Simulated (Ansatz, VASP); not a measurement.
**One calculation of ZnS, two programs**

POSCAR

```
ZnS
1.0
    3.8087369172      0.0000000000      0.0000000000
   -1.9043684586      3.2984629266      0.0000000000
    0.0000000000      0.0000000000     12.4664651906
Zn S
4 4
Direct
    0.0000000000      0.0000000000     -0.0179300539
    0.0000000000      0.0000000000      0.4820699461
    0.3333333333      0.6666666667      0.2681190371
    0.6666666667      0.3333333333      0.7681190371
    0.0000000000      0.0000000000      0.1828371458
    0.0000000000      0.0000000000      0.6828371458
    0.3333333333      0.6666666667      0.4419697434
    0.6666666667      0.3333333333      0.9419697434
```

Contents of INCAR.step1:

```
SYSTEM = ZnS
PREC     = Accurate       ! precision mode
ENCUT    = 520            ! plane-wave cutoff, eV
ISMEAR   = 0              ! smearing method
SIGMA    = 0.05           ! smearing width, eV
LREAL    = .FALSE.        ! projectors in reciprocal space
LASPH    = .TRUE.         ! aspherical terms in the spheres
NELM     = 100            ! most SCF steps
NBANDS   = 46             ! bands
GGA      = PE             ! functional
ALGO     = Normal         ! electronic algorithm
EDIFF    = 1E-4           ! SCF threshold, eV
LWAVE    = .TRUE.         ! write WAVECAR
LCHARG   = .FALSE.        ! write CHGCAR
```

File INCAR.step2:

```
SYSTEM = ZnS
PREC     = Accurate       ! precision mode
ENCUT    = 520            ! plane-wave cutoff, eV
EDIFF    = 1E-7           ! SCF threshold, eV
ISMEAR   = 0              ! smearing method
SIGMA    = 0.05           ! smearing width, eV
LREAL    = .FALSE.        ! projectors in reciprocal space
LASPH    = .TRUE.         ! aspherical terms in the spheres
NELM     = 100            ! most SCF steps
ALGO     = Normal         ! electronic algorithm
ISIF     = 2              ! what is computed and relaxed
LWAVE    = .FALSE.        ! write WAVECAR
LCHARG   = .FALSE.        ! write CHGCAR
METAGGA  = R2SCAN         ! meta-GGA
LMIXTAU  = .TRUE.       
NBANDS   = 46             ! bands
ISTART   = 1
```

KPOINTS

```
regular mesh
0
G
  6 6 2
  0 0 0
```

Input for Ansatz:

```yaml
crystal:
  lattice:
    - [3.8087369172, 0.0, 0.0]
    - [-1.9043684586, 3.2984629266, 0.0]
    - [0.0, 0.0, 12.4664651906]
  atoms:
    - { symbol: Zn, position: [0.0, 0.0, -0.0179300539] }
    - { symbol: Zn, position: [0.0, 0.0, 0.4820699461] }
    - { symbol: Zn, position: [0.3333333333, 0.6666666667, 0.2681190371] }
    - { symbol: Zn, position: [0.6666666667, 0.3333333333, 0.7681190371] }
    - { symbol: S, position: [0.0, 0.0, 0.1828371458] }
    - { symbol: S, position: [0.0, 0.0, 0.6828371458] }
    - { symbol: S, position: [0.3333333333, 0.6666666667, 0.4419697434] }
    - { symbol: S, position: [0.6666666667, 0.3333333333, 0.9419697434] }
basis:
  ecutwfc: 500
kpoints:
  mp_grid: { grid: [6, 6, 2] }
hamiltonian:
  xc: r2scan
scf:
  occupations: { method: gaussian, width: 0.05 }
output:
  forces: true
  stress: true
  eigenvalues: true
```

Change from the starting cell: mode 12 (196.1 1/cm) frozen in, largest displacement +0.225 Å.

Alike in both runs: task single point; functional r2SCAN; k mesh 6 × 6 × 2; occupations gaussian, width 0.05 eV; no spin polarisation.

|  | VASP | Ansatz |
| --- | --- | --- |
| version | VASP 6.6.1 | Ansatz 0.2.0 |
| potentials or method | VASP PAW PBE potentials, release 64 (Zn, S), cutoff 520 eV | scalar-relativistic, plane waves, PAW |
| valence electrons in the cell | 72 | 72 |

Ansatz gave:

| Property | Result |
| --- | --- |
| gap on the k mesh at the Fermi level (eV) | 2.06 |
| least direct gap on the mesh (eV) | 2.06 |
| pressure (GPa) | 1.1 |
| traceless stress, the component that is largest in VASP (GPa) | 0.27 |
| rms of the force components (eV/Å) | 0.914 |

Problem. What did VASP give for the same quantities?

Solution. gap on the k mesh at the Fermi level (eV): 2.06; least direct gap on the mesh (eV): 2.06; pressure (GPa): 1.2; traceless stress, the component that is largest in VASP (GPa): 0.35; rms of the force components (eV/Å): 0.917.

VASP's potentials were made for PBE, not for r2SCAN. Atom by atom the forces differ by 0.005 eV/Å (rms over components).
